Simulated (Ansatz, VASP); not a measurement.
SiC: VASP beside Ansatz

```
CELL_PARAMETERS angstrom
1.53890 -2.66750 0.00000
1.53890 2.66750 0.00000
0.00000 0.00000 15.27312
ATOMIC_POSITIONS crystal
Si 0.16666 0.83334 0.85787
Si 0.83334 0.16666 0.35787
Si 0.50012 0.49988 0.52466
Si 0.49988 0.50012 0.02466
Si 0.83344 0.16656 0.69139
Si 0.16656 0.83344 0.19139
C 0.50018 0.49982 0.64966
C 0.49982 0.50018 0.14966
C 0.16661 0.83339 0.98253
C 0.83339 0.16661 0.48253
C 0.83340 0.16660 0.81603
C 0.16660 0.83340 0.31603
```

Change from the starting cell: z stretched by +1 %, ions relaxed.

Alike in both runs: functional PBE; k mesh 16 × 16 × 3; occupations fermi-dirac, width 0.02 eV; no spin polarisation.

Ansatz relaxed the structure, and its values are those at the end. VASP's run is a single point on that final structure, the one shown.

```csv
,VASP,Ansatz
version,VASP 6.6.1,Ansatz 0.2.0
potentials or method,"VASP PAW PBE potentials, release 64 (Si, C)","plane-wave PAW, scalar-relativistic"
plane-wave cutoff (eV),520,420
valence electrons in the cell,48,48
```

|  | VASP | Ansatz | Ansatz less VASP |
| --- | --- | --- | --- |
| gap on the k mesh at the Fermi level (eV) | 1.98 | 1.98 | +0.002 |
| pressure (GPa) | 1.0 | 1.0 | +0.05 |

With one functional, cell and mesh, what is left measures potentials, basis and numerics. Ansatz's warnings: stress scf threshold loose.
